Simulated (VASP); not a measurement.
# Cu (Immm) in VASP: further runs

Cu is run at these levels: PBEsol; tasks: single point.

Everything below comes from runs of VASP 6.6.1. Logs are shortened: lines on timing, memory, paths and dates and some standing lists are left out, and cuts for length are marked.

### Step 1. The cell of the first run

It takes space group Immm (No. 71, orthorhombic). Conventional cell: a = 2.741 Å, b = 2.752 Å, c = 2.886 Å, α = 90.00°, β = 90.00°, γ = 90.00°. Cu (site symmetry mmm) has 14 Cu at 2.42 to 2.89 Å within 3.2 Å.

### Step 2. Single point, PBEsol (strain -0.0500 x Voigt [0, 1, 0, 0, 0, 0])

File INCAR:

```
SYSTEM = Cu
PREC = Accurate
ENCUT = 520
EDIFF = 1E-6
ISMEAR = 0
SIGMA = 0.15
LREAL = .False.
LASPH = .True.
NELM = 100
ALGO = Fast
ISIF = 2
LWAVE = .False.
LCHARG = .False.
GGA = PS
NBANDS = 12
```

File KPOINTS:

```
regular mesh
0
Gamma
  24 24 24
  0 0 0
```

File POSCAR:

```
Cu
1.0
   -1.4427933200      1.3706536540      1.3760814500
    1.4427933200     -1.3706536540      1.3760814500
    1.4427933200      1.3706536540     -1.3760814500
Cu
1
Direct
    0.0000000000      0.0000000000      0.0000000000
```

Potentials or basis: VASP PAW PBE potentials, release 64 (Cu).

Run with:

```console
cat potpaw_PBE.64/Cu/POTCAR > POTCAR
mpirun -np 1 vasp_std > vasp.out
```

OUTCAR:

```text
SYSTEM = Cu
   PREC = Accurate
   ENCUT = 520
   EDIFF = 1E-6
   ISMEAR = 0
   LREAL = .False.
   LASPH = .True.
   NELM = 100
   ISIF = 2
   GGA = PS

 ion  position               nearest neighbor table
   1  0.000  0.000  0.000-

  LATTYP: Found a body centered orthorhombic cell.
 ALAT       =     2.7413073080
 B/A-ratio  =     1.0039600055
 C/A-ratio  =     1.0526315789

  Lattice vectors:

 A1 = (  -1.4427933200,  -1.3706536540,  -1.3760814500)
 A2 = (  -1.4427933200,   1.3706536540,   1.3760814500)
 A3 = (   1.4427933200,   1.3706536540,  -1.3760814500)

Analysis of symmetry for initial positions (statically):
=====================================================================
 Subroutine PRICEL returns:
 Original cell was already a primitive cell.

 Routine SETGRP: Setting up the symmetry group for a
 body centered orthorhombic supercell.

 Subroutine GETGRP returns: Found  8 space group operations
 (whereof  8 operations were pure point group operations)
 out of a pool of  8 trial point group operations.

The static configuration has the point symmetry D_2h.

Analysis of symmetry for dynamics (positions and initial velocities):
=====================================================================
 Subroutine PRICEL returns:
 Original cell was already a primitive cell.

 Routine SETGRP: Setting up the symmetry group for a
 body centered orthorhombic supercell.

 Subroutine GETGRP returns: Found  8 space group operations
 (whereof  8 operations were pure point group operations)
 out of a pool of  8 trial point group operations.

The dynamic configuration has the point symmetry D_2h.

 Subroutine INISYM returns: Found  8 space group operations
 (whereof  8 operations are pure point group operations),
 and found     1 'primitive' translations

----------------------------------------------------------------------------------------

                                     Primitive cell

  volume of cell :      10.8852

  direct lattice vectors                    reciprocal lattice vectors
    -1.442793320  1.370653654  1.376081450     0.000000000  0.364789455  0.363350585
     1.442793320 -1.370653654  1.376081450     0.346549983  0.000000000  0.363350585
     1.442793320  1.370653654 -1.376081450     0.346549983  0.364789455  0.000000000

  length of vectors
[... 87 lines left out ...]
   ISYM   =      2    0-nonsym 1-usesym 2-fastsym
   POTIM  = 0.5000    time-step for ionic-motion
   TEBEG  =    0.0;   TEEND  =   0.0 temperature during run
   PSTRESS=    0.0 pullay stress
   NELECT =      11.0000    total number of electrons
   NUPDOWN=      -1.0000    fix difference up-down
   EMIN   =  10.00;   EMAX   =-10.00  energy-range for DOS
   EFERMI =   0.00;   METHOD = LEGACY
   ISMEAR =     0;   SIGMA  =   0.15  broadening in eV -4-tet -1-fermi 0-gaus
   EFERMI_NEDOS =   21; number of points for ismear=-14 and -15
   IALGO  =     68    algorithm
   IMIX   =      4    mixing-type and parameters
     AMIX     =   0.40;   BMIX     =  1.00
     AMIX_MAG =   1.60;   BMIX_MAG =  1.00
  volume/ion in A,a.u.               =      10.89        73.46
  Fermi-wavevector in a.u.,A,eV,Ry     =   1.642834  3.104506 36.720820  2.698904
  Thomas-Fermi vector in A             =   2.733070
   LORBIT       =      0    0 simple, 1 ext, 2 COOP (PROOUT), +10 PAW based schemes
   GGA     = PS    functional components
   LHFCALC =     F    Hartree Fock is set to
   AEXX    =    0.0000 exact exchange contribution
   IVDW    =     0    specifies the selected vdW correction
   LEPSILON=     F    determine dielectric tensor
   LRPA    =     F    only Hartree local field effects (RPA)
 non-spin polarized calculation
 RMM-DIIS sequential band-by-band and
 Gauss-broadening in eV      SIGMA  =   0.15
  energy-cutoff  :      520.00
  volume of cell :       10.89
 maximum number of plane-waves:       317
 NGX is ok and might be reduce to    18
   NGX =  9   NGY =  9   NGZ =  9

 number of electron      11.0000008 magnetization

 Free energy of the ion-electron system (eV)
  ---------------------------------------------------
  ext. energy  EPLUGINS =         0.00000000
  ---------------------------------------------------
  free energy    TOTEN  =        -4.25883601 eV

  energy without entropy =       -4.25482457  energy(sigma->0) =       -4.25683029

 E-fermi :   8.4630     XC(G=0): -13.3928

 val. band max:        8.4624536656   @ k =  -0.4167  -0.1250   0.0833
 cond. band min:       8.4642488343   @ k =   0.1250   0.3750   0.0000
 fundamental gap:      0.0017951687
 Fermi energy:         8.4630387061

 k-point     1 :       0.0000    0.0000    0.0000
  band No.  band energies     occupation
      1      -1.5721      2.00000
      2       5.0061      2.00000
      3       5.0245      2.00000
      4       5.2200      2.00000
      5       6.1068      2.00000
      6       6.3211      2.00000
      7      33.5830      0.00000
      8      34.5043      0.00000
      9      34.6235      0.00000
     10      37.9535      0.00000
     11      38.2284      0.00000
     12      39.1759      0.00000
[... 331 lines left out ...]
 k-point    24 :       0.4167    0.0417    0.0000
  band No.  band energies     occupation
      1       2.9182      2.00000
      2       4.1355      2.00000
      3       6.2507      2.00000
      4       6.3393      2.00000
      5       6.7469      2.00000
      6       7.5384      2.00000
      7      14.7530      0.00000
      8      25.3545      0.00000
      9      26.1550      0.00000
     10      30.5685      0.00000
     11      33.8580      0.00000
     12      44.2419      0.00000

 [... further k-points ...]

------------------------ aborting loop because EDIFF is reached ----------------------------------------

  FORCE on cell =-STRESS in cart. coord.  units (eV):
  Direction    XX          YY          ZZ          XY          YZ          ZX
  --------------------------------------------------------------------------------------
  -------------------------------------------------------------------------------------
  Total        0.6318433      0.5749937      0.5725079      0.0000000      0.0000000      0.0000000
  in kB       93.0002147     84.6325969     84.2667247      0.0000000      0.0000000      0.0000000
  external PRESSURE =      87.2998454 kB  Pullay stress =       0.0000000 kB

 VOLUME and BASIS-vectors are now :
 -----------------------------------------------------------------------------
  energy-cutoff  :      520.00
  volume of cell :       10.89
      direct lattice vectors                 reciprocal lattice vectors
    -1.442793320  1.370653654  1.376081450     0.000000000  0.364789455  0.363350585
     1.442793320 -1.370653654  1.376081450     0.346549983  0.000000000  0.363350585
     1.442793320  1.370653654 -1.376081450     0.346549983  0.364789455  0.000000000

 POSITION                                       TOTAL-FORCE (eV/Angst)
 -----------------------------------------------------------------------------------
      0.00000      0.00000      0.00000        -0.000000     -0.000000     -0.000000
 -----------------------------------------------------------------------------------
    total drift:                                0.000000      0.000000      0.000000

  FREE ENERGIE OF THE ION-ELECTRON SYSTEM (eV)
  ---------------------------------------------------
  free  energy   TOTEN  =        -4.2588360117 eV

  energy  without entropy=       -4.2548245695  energy(sigma->0) =       -4.25683029
```

OSZICAR:

```text
N       E                     dE             d eps       ncg     rms          rms(c)
DAV:   1     0.410730070126E+02    0.41073E+02   -0.54075E+03 53224   0.157E+03
DAV:   2    -0.407807678299E+01   -0.45151E+02   -0.41668E+02 48676   0.206E+02
DAV:   3    -0.535250942718E+01   -0.12744E+01   -0.12649E+01 54160   0.392E+01
DAV:   4    -0.535982241567E+01   -0.73130E-02   -0.73120E-02 52836   0.263E+00
DAV:   5    -0.535988560838E+01   -0.63193E-04   -0.63193E-04 54588   0.249E-01    0.833E+00
RMM:   6    -0.459300974625E+01    0.76688E+00   -0.32513E+00 59121   0.334E+01    0.421E+00
RMM:   7    -0.427928229925E+01    0.31373E+00   -0.41807E-01 58703   0.115E+01    0.114E+00
RMM:   8    -0.426127527202E+01    0.18007E-01   -0.18081E-02 60708   0.135E+00    0.392E-01
RMM:   9    -0.425872246972E+01    0.25528E-02   -0.54526E-03 61058   0.145E+00    0.350E-02
RMM:  10    -0.425883159176E+01   -0.10912E-03   -0.65787E-04 63009   0.323E-01    0.145E-02
RMM:  11    -0.425883716467E+01   -0.55729E-05   -0.11041E-04 62820   0.182E-01    0.247E-02
RMM:  12    -0.425883523149E+01    0.19332E-05   -0.37146E-05 66287   0.748E-02    0.398E-03
RMM:  13    -0.425883601168E+01   -0.78019E-06   -0.67126E-06 52267   0.260E-02
   1 F= -.42588360E+01 E0= -.42568303E+01  d E =-.401144E-02
```

It took 6.3 min on 1 thread of Intel Xeon 8259CL, shared host; peak memory 0.35 GiB.

Results:

```
Free energy            : -4.2588 eV
Pressure               : 8.7 GPa
Band gap on the k mesh : zero (an odd number of electrons rules out a gap without spin polarisation)
```

Stress tensor (GPa, compression positive):
```
9.30 0.00 0.00
0.00 8.46 0.00
0.00 0.00 8.43
```

Caveat: the cell differs from its parent crystal (strain -0.0500 x Voigt [0, 1, 0, 0, 0, 0]); the cell stands under pressure; the PAW data sets were made with another functional, which shifts forces and pressure a little.

### Step 3. Single point, PBEsol (strain -0.0250 x Voigt [0, 1, 0, 0, 0, 0])

File INCAR:

```
SYSTEM = Cu
PREC = Accurate ; ENCUT = 520
EDIFF = 1E-6 ; ISMEAR = 0
SIGMA = 0.15 ; LREAL = .False.
LASPH = .True. ; NELM = 100
ALGO = Fast ; ISIF = 2
LWAVE = .False. ; LCHARG = .False.
GGA = PS ; NBANDS = 12
```

KPOINTS is that of step 2.

File POSCAR:

```
Cu
1.0
   -1.4427933200      1.4067234870      1.3760814500
    1.4427933200     -1.4067234870      1.3760814500
    1.4427933200      1.4067234870     -1.3760814500
Cu
1
Direct
    0.0000000000      0.0000000000      0.0000000000
```

Potentials or basis: VASP PAW PBE potentials, release 64 (Cu).

Run with:

```console
cat potpaw_PBE.64/Cu/POTCAR > POTCAR
mpirun -np 1 vasp_std > vasp.out
```

OUTCAR:

```text
SYSTEM = Cu
   PREC = Accurate
   ENCUT = 520
   EDIFF = 1E-6
   ISMEAR = 0
   LREAL = .False.
   LASPH = .True.
   NELM = 100
   ISIF = 2
   GGA = PS

 ion  position               nearest neighbor table
   1  0.000  0.000  0.000-

  LATTYP: Found a body centered orthorhombic cell.
 ALAT       =     2.7521629000
 B/A-ratio  =     1.0222676041
 C/A-ratio  =     1.0484795940

  Lattice vectors:

 A1 = (  -1.4427933200,   1.4067234870,  -1.3760814500)
 A2 = (  -1.4427933200,  -1.4067234870,   1.3760814500)
 A3 = (   1.4427933200,   1.4067234870,   1.3760814500)

Analysis of symmetry for initial positions (statically):
=====================================================================
 Subroutine PRICEL returns:
 Original cell was already a primitive cell.

 Routine SETGRP: Setting up the symmetry group for a
 body centered orthorhombic supercell.

 Subroutine GETGRP returns: Found  8 space group operations
 (whereof  8 operations were pure point group operations)
 out of a pool of  8 trial point group operations.

The static configuration has the point symmetry D_2h.

Analysis of symmetry for dynamics (positions and initial velocities):
=====================================================================
 Subroutine PRICEL returns:
 Original cell was already a primitive cell.

 Routine SETGRP: Setting up the symmetry group for a
 body centered orthorhombic supercell.

 Subroutine GETGRP returns: Found  8 space group operations
 (whereof  8 operations were pure point group operations)
 out of a pool of  8 trial point group operations.

The dynamic configuration has the point symmetry D_2h.

 Subroutine INISYM returns: Found  8 space group operations
 (whereof  8 operations are pure point group operations),
 and found     1 'primitive' translations

----------------------------------------------------------------------------------------

                                     Primitive cell

  volume of cell :      11.1716

[... 115 lines left out ...]
   LEPSILON=     F    determine dielectric tensor
   LRPA    =     F    only Hartree local field effects (RPA)
 non-spin polarized calculation
 RMM-DIIS sequential band-by-band and
 Gauss-broadening in eV      SIGMA  =   0.15
  energy-cutoff  :      520.00
  volume of cell :       11.17
 maximum number of plane-waves:       323
   NGX =  9   NGY =  9   NGZ =  9

 number of electron      11.0000003 magnetization

 Free energy of the ion-electron system (eV)
  ---------------------------------------------------
  ext. energy  EPLUGINS =         0.00000000
  ---------------------------------------------------
  free energy    TOTEN  =        -4.26927033 eV

  energy without entropy =       -4.26504658  energy(sigma->0) =       -4.26715846

 E-fermi :   8.1095     XC(G=0): -13.2372

 val. band max:        8.1071428384   @ k =   0.5000  -0.0833   0.0417
 cond. band min:       8.1126465516   @ k =   0.5000   0.2500   0.1250
 fundamental gap:      0.0055037132
 Fermi energy:         8.1094966609

 k-point     1 :       0.0000    0.0000    0.0000
  band No.  band energies     occupation
      1      -1.7086      2.00000
      2       4.7270      2.00000
      3       4.8242      2.00000
      4       4.9234      2.00000
      5       5.8301      2.00000
      6       6.0091      2.00000
      7      33.1407      0.00000
      8      33.5904      0.00000
      9      34.2138      0.00000
     10      37.2624      0.00000
     11      37.5203      0.00000
     12      38.3294      0.00000
[... 331 lines left out ...]
 k-point    24 :       0.4167    0.0417    0.0000
  band No.  band energies     occupation
      1       2.7285      2.00000
      2       3.9569      2.00000
      3       5.8876      2.00000
      4       6.0544      2.00000
      5       6.4187      2.00000
      6       7.1935      2.00000
      7      14.1235      0.00000
      8      25.0017      0.00000
      9      25.7284      0.00000
     10      30.0909      0.00000
     11      33.2164      0.00000
     12      42.5542      0.00000

 [... further k-points ...]

------------------------ aborting loop because EDIFF is reached ----------------------------------------

  FORCE on cell =-STRESS in cart. coord.  units (eV):
  Direction    XX          YY          ZZ          XY          YZ          ZX
  --------------------------------------------------------------------------------------
  -------------------------------------------------------------------------------------
  Total        0.2897537      0.2480298      0.2553842      0.0000000      0.0000000      0.0000000
  in kB       41.5549283     35.5711076     36.6258458      0.0000000      0.0000000      0.0000000
  external PRESSURE =      37.9172939 kB  Pullay stress =       0.0000000 kB

 VOLUME and BASIS-vectors are now :
 -----------------------------------------------------------------------------
  energy-cutoff  :      520.00
  volume of cell :       11.17
      direct lattice vectors                 reciprocal lattice vectors
    -1.442793320  1.406723487  1.376081450     0.000000000  0.355435880  0.363350585
     1.442793320 -1.406723487  1.376081450     0.346549983  0.000000000  0.363350585
     1.442793320  1.406723487 -1.376081450     0.346549983  0.355435880  0.000000000

 POSITION                                       TOTAL-FORCE (eV/Angst)
 -----------------------------------------------------------------------------------
      0.00000      0.00000      0.00000        -0.000000      0.000000      0.000000
 -----------------------------------------------------------------------------------
    total drift:                                0.000000      0.000000      0.000000

  FREE ENERGIE OF THE ION-ELECTRON SYSTEM (eV)
  ---------------------------------------------------
  free  energy   TOTEN  =        -4.2692703341 eV

  energy  without entropy=       -4.2650465813  energy(sigma->0) =       -4.26715846
```

stdout:

```text
POSCAR found type information on POSCAR Cu
 POSCAR found :  1 types and       1 ions
 scaLAPACK will be used
 -----------------------------------------------------------------------------
|                                                                             |
|                                                                             |
|     You enforced a specific xc type in the INCAR file but a different       |
|     I HOPE YOU KNOW WHAT YOU ARE DOING!                                     |
|                                                                             |
 -----------------------------------------------------------------------------

 LDA part: xc-table for (Slater+PW92), standard interpolation
 POSCAR, INCAR and KPOINTS ok, starting setup
 FFT: planning ... GRIDC
 FFT: planning ... GRID_SOFT
 FFT: planning ... GRID
 WAVECAR not read
 entering main loop
WARNING in EDDRMM: call to ZHEGV failed, returncode =   6  3      9
WARNING in EDDRMM: call to ZHEGV failed, returncode =   6  3      9
WARNING in EDDRMM: call to ZHEGV failed, returncode =   6  3      9
WARNING in EDDRMM: call to ZHEGV failed, returncode =   6  3      9
WARNING in EDDRMM: call to ZHEGV failed, returncode =   6  3      8
WARNING in EDDRMM: call to ZHEGV failed, returncode =   6  3     10
WARNING in EDDRMM: call to ZHEGV failed, returncode =   6  3      9
WARNING in EDDRMM: call to ZHEGV failed, returncode =   6  3      9
WARNING in EDDRMM: call to ZHEGV failed, returncode =   6  3     10
```

Run time: 6.3 min. Hardware: 1 thread of Intel Xeon 8259CL, shared host; peak memory 0.36 GiB.

Results:

```yaml
Free_energy: -4.2693 eV
Pressure: 3.8 GPa
Band_gap_on_the_k_mesh: zero (an odd number of electrons rules out a gap without spin polarisation)
```

Stress tensor (GPa, compression positive):
```
4.16 0.00 0.00
0.00 3.56 0.00
0.00 0.00 3.66
```

Levels at points of the mesh, in eV from the Fermi level:
```
           k point  band 3  band 4  band 5  band 6  band 7  band 8  band 9  band 10
(0.00, 0.00, 0.00)   -3.29   -3.19   -2.28   -2.10   25.03   25.48   26.10    29.15
(0.50, 0.00, 0.00)   -2.14   -2.00   -1.37   -0.57    4.91   17.32   17.49    21.44
(0.00, 0.50, 0.00)   -2.28   -2.02   -1.39   -0.77    4.64   17.97   18.24    22.05
(0.50, 0.50, 0.00)   -2.35   -2.09   -1.40   -0.95    4.39   18.56   18.92    22.60
(0.50, 0.50, 0.50)   -1.60   -1.57   -1.55    7.48    8.44    9.32   13.49    14.35
```

Caveat: the cell differs from its parent crystal (strain -0.0250 x Voigt [0, 1, 0, 0, 0, 0]); the cell stands under pressure; the PAW data sets were made with another functional, which shifts forces and pressure a little.
